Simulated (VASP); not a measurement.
A run of VASP 6.6.1:

Contents of INCAR:

```
PREC = Accurate ; ENCUT = 520
EDIFF = 1E-7 ; ISMEAR = 0
SIGMA = 0.1 ; LREAL = F
LASPH = T ; NELM = 80
ALGO = Fast ; ISIF = 2
LWAVE = F ; LCHARG = F
GGA = PE ; NBANDS = 24
```

Contents of KPOINTS:

```
regular mesh
0
Gamma
  18 18 10
```

Contents of POSCAR:

```
BeMo
1.0
    3.4193213212      0.0000000000      0.0000000000
   -1.7096606606      2.9612191279      0.0000000000
    0.0000000000      0.0000000000      4.8607312789
Be Mo
2 2
Direct
    0.0000000000      0.0000000000      0.0000000000
    0.0000000000      0.0000000000      0.5000000000
    0.6666666667      0.3333333333      0.7500000000
    0.3333333333      0.6666666667      0.2500000000
```

Potentials or basis: VASP PAW PBE potentials, release 64 (Be, Mo_sv).

Command:

```sh
$ cat potpaw_PBE.64/Be/POTCAR potpaw_PBE.64/Mo_sv/POTCAR > POTCAR
$ mpirun -np 1 vasp_std > vasp.out
```

Hardware: 1 thread of Intel(R) Xeon(R) 6975P-C (Granite Rapids) (shared host).

Task: How long does it take, and how much memory?

Result: Run time: 2.3 min on 1 thread of Intel(R) Xeon(R) 6975P-C (Granite Rapids), on a shared host, peak memory 0.33 GiB. Counts: scf iterations 17, k points 222.
